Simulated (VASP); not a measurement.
## AlN: dielectric tensor with PBE

AlN:

```
Al N
1.0
     0.00000    2.18488    2.18488
     2.18488    0.00000    2.18488
     2.18488    2.18488    0.00000
Al N
1 1
Cartesian
  0.0000 0.0000 0.0000
  3.2773 3.2773 3.2773
```

```json
{
 "Program": "VASP 6.6.1",
 "Task": "dielectric tensor",
 "Functional": "PBE",
 "Potentials or basis": "VASP PAW PBE potentials, release 64 (Al, N)",
 "Cutoff": "520 eV",
 "k mesh": "8 × 8 × 8",
 "Occupations": "gaussian, width 0.01 eV",
 "Spin": "no spin polarisation",
 "Dipole correction": "no",
 "Further INCAR settings": "ALGO = Normal; EDIFF = 1e-08"
}
```

- Band gap on the k mesh: 3.32 eV (least direct gap 4.19 eV)
- Electronic dielectric tensor (diagonal): 4.59
- Born charges (mean of the diagonal): Al +2.54; N -2.54 e

Levels at points of the mesh, in eV from the valence-band top:
| k point | band 1 | band 2 | band 3 | band 4 | band 5 | band 6 | band 7 | band 8 |
| --- | --- | --- | --- | --- | --- | --- | --- | --- |
| (0.00, 0.00, 0.00) | -14.97 | 0.00 | 0.00 | 0.00 | 4.19 | 12.55 | 12.55 | 12.55 |
| (0.50, 0.00, 0.00) | -12.93 | -5.85 | -0.48 | -0.48 | 7.37 | 9.86 | 11.14 | 11.14 |
| (0.50, 0.50, 0.00) | -12.30 | -4.90 | -1.77 | -1.77 | 3.32 | 8.61 | 13.94 | 15.72 |

Electronic dielectric tensor:
```
4.59 0.00 0.00
0.00 4.59 0.00
0.00 0.00 4.59
```

Born effective charge tensors (e):
atom 1, Al
```
2.54 0.00 0.00
0.00 2.54 0.00
0.00 0.00 2.54
```
atom 2, N
```
-2.54  0.00  0.00
 0.00 -2.54  0.00
 0.00  0.00 -2.54
```

Run time: 37 s on 1 thread of Intel(R) Xeon(R) Platinum 8488C (Sapphire Rapids), with other jobs on the host, peak memory 0.17 GiB.

A k mesh can miss the band edges.
